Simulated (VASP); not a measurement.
MoS2, 3 atoms in the cell. It takes space group Fm-3m (No. 225, cubic). Conventional cell: a = 5.992 Å, b = 5.992 Å, c = 5.992 Å, α = 90.00°, β = 90.00°, γ = 90.00°. Within 3.4 Å of Mo (site symmetry m-3m) lie 8 S at 2.59 Å. S (site symmetry -43m) has 4 Mo at 2.59 Å and 6 S at 3.00 Å within 3.4 Å. 

```yaml
Program: VASP 6.6.1
Task: single point
Functional: PBE
Potentials_or_basis: VASP PAW PBE potentials, release 64 (Mo_sv, S)
Cutoff: 520 eV
k_mesh: 6 × 6 × 6
Occupations: gaussian, width 0.05 eV
Spin: collinear spin, ferromagnetic start
Starting_moments: "[2.0, 0.0, 0.0] μB"
Hubbard_terms: Mo d U = 5.0 eV, J = 0.7 eV
Dipole_correction: no
LDAUTYPE: 1
Hund's_J: 0.7
Further_INCAR_settings: ALGO = Normal; EDIFF = 1e-06; NBANDS = 24
```

Potentials or basis: VASP PAW PBE potentials, release 64 (Mo_sv, S).

Launch:

```bash
$ cat potpaw_PBE.64/Mo_sv/POTCAR potpaw_PBE.64/S/POTCAR > POTCAR
$ mpirun -np 1 vasp_std > vasp.out
```

Hardware: 1 thread of Intel(R) Xeon(R) Platinum 8259CL CPU @ 2.50GHz (Skylake/Cascade Lake), on a shared host.

Estimate the wall time of this run.

It took 37 s on 1 thread of Intel(R) Xeon(R) Platinum 8259CL CPU @ 2.50GHz (Skylake/Cascade Lake) (shared host), peak memory 0.21 GiB. Counts: scf iterations 16, k points 16.
